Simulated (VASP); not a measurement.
# Si (I4_1/amd) in VASP: single point with r2SCAN

Aim: the single point of Si with r2SCAN.

All numbers are computed with VASP 6.6.1; they aren't measurements. Logs are shortened: lines on timing, memory, paths and dates and some standing lists are left out, and cuts for length are marked.

### Step 1. The cell of the first run

It takes space group I4_1/amd (No. 141, tetragonal). The conventional cell has a = 4.885 Å, b = 4.885 Å, c = 2.738 Å, α = 90.00°, β = 90.00°, γ = 90.00°. Within 3.3 Å of Si (site symmetry -4m2) lie 10 Si at 2.54 to 3.19 Å.

### Step 2. Single point, r2SCAN (strain +0.030 along x and y, +0.030 along z)

Contents of POSCAR:

```
Si
1.0
   -2.4425134736      2.4425134736      1.3691433516
    2.4425134736     -2.4425134736      1.3691433516
    2.4425134736      2.4425134736     -1.3691433516
Si
2
Direct
    0.2500000000      0.7500000000      0.5000000000
    0.5000000000      0.5000000000      0.0000000000
```

Contents of INCAR.step1:

```
SYSTEM = Si
PREC = Accurate
ENCUT = 520
ISMEAR = 0
SIGMA = 0.15
LREAL = .FALSE.
LASPH = .TRUE.
NELM = 60
NBANDS = 11
GGA = PE
ALGO = Normal
EDIFF = 1E-4
LWAVE = .TRUE.
LCHARG = .FALSE.
```

Contents of INCAR.step2:

```
SYSTEM = Si
PREC = Accurate
ENCUT = 520
EDIFF = 1E-6
ISMEAR = 0
SIGMA = 0.15
LREAL = .FALSE.
LASPH = .TRUE.
NELM = 60
ALGO = Normal
ISIF = 2
LWAVE = .FALSE.
LCHARG = .FALSE.
METAGGA = R2SCAN
LMIXTAU = .TRUE.
NBANDS = 11
ISTART = 1
```

Contents of KPOINTS:

```
Automatic mesh
0
G
  20 20 20
  0 0 0
```

Potentials or basis: VASP PAW PBE potentials, release 64 (Si).

Command:

```
$ cat potpaw_PBE.64/Si/POTCAR > POTCAR
$ cp INCAR.step1 INCAR
$ mpirun -np 1 vasp_std > vasp.out
$ cp INCAR.step2 INCAR
$ mpirun -np 1 vasp_std > vasp.out
```

OUTCAR:

```text
SYSTEM = Si
   PREC = Accurate
   ENCUT = 520
   EDIFF = 1E-6
   ISMEAR = 0
   LREAL = .FALSE.
   LASPH = .TRUE.
   NELM = 60
   ISIF = 2
   METAGGA = R2SCAN
   ISTART = 1

 ion  position               nearest neighbor table
   1  0.250  0.750  0.500-   2 2.54   2 2.54   2 2.54   2 2.54
   2  0.500  0.500  0.000-   1 2.54   1 2.54   1 2.54   1 2.54

  LATTYP: Found a body centered tetragonal cell.
 ALAT       =     4.8850269472
 C/A-ratio  =     0.5605468983

  Lattice vectors:

 A1 = (  -2.4425134736,   2.4425134736,   1.3691433516)
 A2 = (   2.4425134736,  -2.4425134736,   1.3691433516)
 A3 = (   2.4425134736,   2.4425134736,  -1.3691433516)

Analysis of symmetry for initial positions (statically):
=====================================================================
 Subroutine PRICEL returns:
 Original cell was already a primitive cell.

 Routine SETGRP: Setting up the symmetry group for a
 body centered tetragonal supercell.

 Subroutine GETGRP returns: Found 16 space group operations
 (whereof  8 operations were pure point group operations)
 out of a pool of 16 trial point group operations.

The static configuration has the point symmetry D_2d.
 The point group associated with its full space group is D_4h.

Analysis of symmetry for dynamics (positions and initial velocities):
=====================================================================
 Subroutine PRICEL returns:
 Original cell was already a primitive cell.

 Routine SETGRP: Setting up the symmetry group for a
 body centered tetragonal supercell.

 Subroutine GETGRP returns: Found 16 space group operations
 (whereof  8 operations were pure point group operations)
 out of a pool of 16 trial point group operations.

The dynamic configuration has the point symmetry D_2d.
 The point group associated with its full space group is D_4h.

 Subroutine INISYM returns: Found 16 space group operations
 (whereof  8 operations are pure point group operations),
 and found     1 'primitive' translations

----------------------------------------------------------------------------------------

                                     Primitive cell

  volume of cell :      32.6725

  direct lattice vectors                    reciprocal lattice vectors
    -2.442513474  2.442513474  1.369143352     0.000000000  0.204707161  0.365191855
     2.442513474 -2.442513474  1.369143352     0.204707161  0.000000000  0.365191855
     2.442513474  2.442513474 -1.369143352     0.204707161  0.204707161  0.000000000

  length of vectors
[... 91 lines left out ...]
   TEBEG  =    0.0;   TEEND  =   0.0 temperature during run
   PSTRESS=    0.0 pullay stress
   NELECT =       8.0000    total number of electrons
   NUPDOWN=      -1.0000    fix difference up-down
   EMIN   =  10.00;   EMAX   =-10.00  energy-range for DOS
   EFERMI =   0.00;   METHOD = LEGACY
   ISMEAR =     0;   SIGMA  =   0.15  broadening in eV -4-tet -1-fermi 0-gaus
   EFERMI_NEDOS =   21; number of points for ismear=-14 and -15
   IALGO  =     38    algorithm
   IMIX   =      4    mixing-type and parameters
     AMIX     =   0.40;   BMIX     =  1.00
     AMIX_MAG =   1.60;   BMIX_MAG =  1.00
  volume/ion in A,a.u.               =      16.34       110.24
  Fermi-wavevector in a.u.,A,eV,Ry     =   1.024182  1.935424 14.271819  1.048949
  Thomas-Fermi vector in A             =   2.157956
   LORBIT       =      0    0 simple, 1 ext, 2 COOP (PROOUT), +10 PAW based schemes
   METAGGA = R2SCAN    functional components
   LHFCALC =     F    Hartree Fock is set to
   AEXX    =    0.0000 exact exchange contribution
   IVDW    =     0    specifies the selected vdW correction
   LEPSILON=     F    determine dielectric tensor
   LRPA    =     F    only Hartree local field effects (RPA)
 non-spin polarized calculation
 Gauss-broadening in eV      SIGMA  =   0.15
  energy-cutoff  :      520.00
  volume of cell :       32.67
 maximum number of plane-waves:       896
   NGX = 13   NGY = 13   NGZ = 13

 number of electron       8.0000000 magnetization

 Free energy of the ion-electron system (eV)
  ---------------------------------------------------
  ext. energy  EPLUGINS =         0.00000000
  ---------------------------------------------------
  free energy    TOTEN  =       -16.63769227 eV

  energy without entropy =      -16.62951432  energy(sigma->0) =      -16.63360329

 E-fermi :   8.3089     XC(G=0): -11.1866

 val. band max:        8.2958566638   @ k =   0.1500   0.0000  -0.0000
 cond. band min:       8.3122945761   @ k =  -0.2000  -0.2500   0.0500
 fundamental gap:      0.0164379122
 Fermi energy:         8.3089447254

 k-point     1 :       0.0000    0.0000    0.0000
  band No.  band energies     occupation
      1      -5.5658      2.00000
      2       5.8251      2.00000
      3       5.8251      2.00000
      4       6.2642      2.00000
      5      10.5498      0.00000
      6      15.8459      0.00000
      7      17.1927      0.00000
      8      17.2196      0.00000
      9      17.2196      0.00000
     10      18.8912      0.00000
     11      19.1348      0.00000
[... 309 lines left out ...]
 k-point    24 :      -0.3500    0.0500    0.0000
  band No.  band energies     occupation
      1      -2.9745      2.00000
      2       3.9591      2.00000
      3       5.7056      2.00000
      4       6.8884      2.00000
      5       9.8152      0.00000
      6      12.3325      0.00000
      7      12.6154      0.00000
      8      13.3391      0.00000
      9      15.9719      0.00000
     10      16.4301      0.00000
     11      20.4276      0.00000

 [... further k-points ...]

------------------------ aborting loop because EDIFF is reached ----------------------------------------

  FORCE on cell =-STRESS in cart. coord.  units (eV):
  Direction    XX          YY          ZZ          XY          YZ          ZX
  --------------------------------------------------------------------------------------
  -------------------------------------------------------------------------------------
  Total       -1.3806499     -1.3806499     -1.2690552      0.0000000      0.0000000      0.0000000
  in kB      -67.7035280    -67.7035280    -62.2312095      0.0000000      0.0000000      0.0000000
  external PRESSURE =     -65.8794218 kB  Pullay stress =       0.0000000 kB

 VOLUME and BASIS-vectors are now :
 -----------------------------------------------------------------------------
  energy-cutoff  :      520.00
  volume of cell :       32.67
      direct lattice vectors                 reciprocal lattice vectors
    -2.442513474  2.442513474  1.369143352     0.000000000  0.204707161  0.365191855
     2.442513474 -2.442513474  1.369143352     0.204707161  0.000000000  0.365191855
     2.442513474  2.442513474 -1.369143352     0.204707161  0.204707161  0.000000000

 POSITION                                       TOTAL-FORCE (eV/Angst)
 -----------------------------------------------------------------------------------
      2.44251      0.00000      0.68457        -0.000000     -0.000000     -0.000000
      0.00000      0.00000      1.36914         0.000000      0.000000      0.000000
 -----------------------------------------------------------------------------------
    total drift:                                0.000000      0.000000      0.000000

  FREE ENERGIE OF THE ION-ELECTRON SYSTEM (eV)
  ---------------------------------------------------
  free  energy   TOTEN  =       -16.6376922731 eV

  energy  without entropy=      -16.6295143160  energy(sigma->0) =      -16.63360329
```

It took 4.3 min on 1 thread of Intel Xeon 6975P-C (Granite Rapids), shared host; peak memory 0.29 GiB.

What came out:

* Free energy: -16.6377 eV
* Pressure: -6.6 GPa
* Band gap on the k mesh: zero (bands 4 and 5 overlap by 6.50 eV)

Stress tensor (GPa, compression positive):
```
-6.77  0.00  0.00
 0.00 -6.77  0.00
 0.00  0.00 -6.22
```

Caveat: the cell differs from its parent crystal (strain +0.030 along x and y, +0.030 along z); the cell stands under tension; the PAW data sets were made with another functional, which shifts forces and pressure a little.
